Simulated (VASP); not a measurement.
Here is a VASP 6.6.1 calculation.

File INCAR:

```
SYSTEM = Rh
ALGO     = Normal         ! electronic algorithm
EDIFF    = 1E-6           ! SCF threshold, eV
ENCUT    = 520            ! plane-wave cutoff, eV
ISIF     = 2              ! what is computed and relaxed
ISMEAR   = -1             ! smearing method
LASPH    = .True.         ! aspherical terms in the spheres
LCHARG   = .True.         ! write CHGCAR
LELF     = .True.         ! ELF
LREAL    = .False.        ! projectors in reciprocal space
LVHAR    = .True.       
LWAVE    = .False.        ! write WAVECAR
NBANDS   = 14             ! bands
NELM     = 60             ! most SCF steps
PREC     = Accurate       ! precision mode
SIGMA    = 0.03           ! smearing width, eV
```

The input KPOINTS:

```
k-points
0
Gamma
  16 16 16
  0 0 0
```

POSCAR

```
Rh
1.0
    0.0000000000      1.9078674883      1.9078674883
    1.9078674883      0.0000000000      1.9078674883
    1.9078674883      1.9078674883      0.0000000000
Rh
1
Direct
    0.0000000000      0.0000000000      0.0000000000
```

Potentials or basis: VASP PAW LDA potentials, release 64 (Rh_pv).

Run with:

```console
$ cat potpaw_LDA.64/Rh_pv/POTCAR > POTCAR
$ mpirun -np 1 vasp_std > vasp.out
```

Estimate the pressure.

-12.9 GPa.
